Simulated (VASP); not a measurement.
GaSbTe2S, 10 atoms in the cell. The typed cell holds 10 atoms: a = 4.189 Å, b = 7.809 Å, c = 10.293 Å, α = 90.44°, β = 99.31°, γ = 90.21°. 

- Program: VASP 6.6.1
- Task: relaxation of cell and atoms
- Functional: PBE
- Potentials or basis: VASP PAW PBE potentials, release 64 (Ga_d, Sb, Te, S)
- Cutoff: 600 eV
- k mesh: 4 × 2 × 2
- Occupations: gaussian, width 0.1 eV
- Spin: no spin polarisation
- Dipole correction: no
- Further INCAR settings: ALGO = Normal; EDIFF = 1e-07; IBRION = 2; EDIFFG = -0.04; NSW = 90; ISIF = 3

Potentials or basis: VASP PAW PBE potentials, release 64 (Ga_d, Sb, Te, S).

Command:

```console
$ cat potpaw_PBE.64/Ga_d/POTCAR potpaw_PBE.64/Sb/POTCAR potpaw_PBE.64/Te/POTCAR potpaw_PBE.64/S/POTCAR > POTCAR
$ mpirun -np 1 vasp_std > vasp.out
```

Hardware: 1 thread of Intel(R) Xeon(R) 6975P-C (Granite Rapids), with other jobs on the host.

**Question.** Estimate the wall time of this run.

**Answer.** Run time: 14 min on 1 thread of Intel(R) Xeon(R) 6975P-C (Granite Rapids), on a shared host, peak memory 0.63 GiB. Counts: scf iterations 91, k points 12, ion steps 8.
